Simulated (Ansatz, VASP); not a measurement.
## One calculation of Sn, two programs

Contents of INCAR:

```
PREC = Accurate ; ENCUT = 520
EDIFF = 1E-6 ; ISMEAR = -1
SIGMA = 0.1 ; LREAL = F
LASPH = T ; NELM = 80
ALGO = Normal ; ISIF = 2
LWAVE = F ; LCHARG = F
GGA = PS ; NBANDS = 21
```

KPOINTS

```
Automatic mesh
0
Gamma
  14 14 14
```

The input POSCAR:

```
Sn
1.0
    0.0000000000      3.1822788083      3.1822788083
    3.1822788083      0.0000000000      3.1822788083
    3.1822788083      3.1822788083      0.0000000000
Sn
2
Direct
    0.5000000000      0.5000000000      0.5000000000
    0.7500000000      0.7500000000      0.7500000000
```

Input for Ansatz:

```yaml
crystal:
  lattice:
    - [0.0, 3.1822788056, 3.1822788056]
    - [3.1822788056, 0.0, 3.1822788056]
    - [3.1822788056, 3.1822788056, 0.0]
  atoms:
    - { symbol: Sn, position: [0.5, 0.5, 0.5] }
    - { symbol: Sn, position: [0.75, 0.75, 0.75] }
hamiltonian:
  xc: pbesol
  pseudopotentials:
    kind: paw
    azcp:
      Sn: "pseudopotentials/Sn.paw.azcp"
basis:
  ecutwfc: 420
  fft_grid_basis: typed
kpoints:
  mp_grid: { grid: [14, 14, 14], shift: [0, 0, 0] }
magnetization:
  spin_polarized: false
scf:
  occupations: { method: fermi_dirac, width: 0.1 }
output:
  stress: true
```

Alike in both runs: task single point; functional PBEsol; k mesh 14 × 14 × 14; occupations fermi-dirac, width 0.1 eV; no spin polarisation.

|  | VASP | Ansatz |
| --- | --- | --- |
| version | VASP 6.6.1 | Ansatz 0.2.0 |
| potentials or method | VASP PAW PBE potentials, release 64 (Sn_d), cutoff 520 eV | plane waves (420 eV) with PAW, scalar-relativistic |
| valence electrons in the cell | 28 | 28 |

```csv
,VASP,Ansatz,Ansatz less VASP
pressure (GPa),4.1,4.1,+0.07
```

VASP's potentials were made for PBE, not for PBEsol, and Ansatz warns of the same on its side. The functional is the same, so the differences come from potentials, cutoffs and numerics.
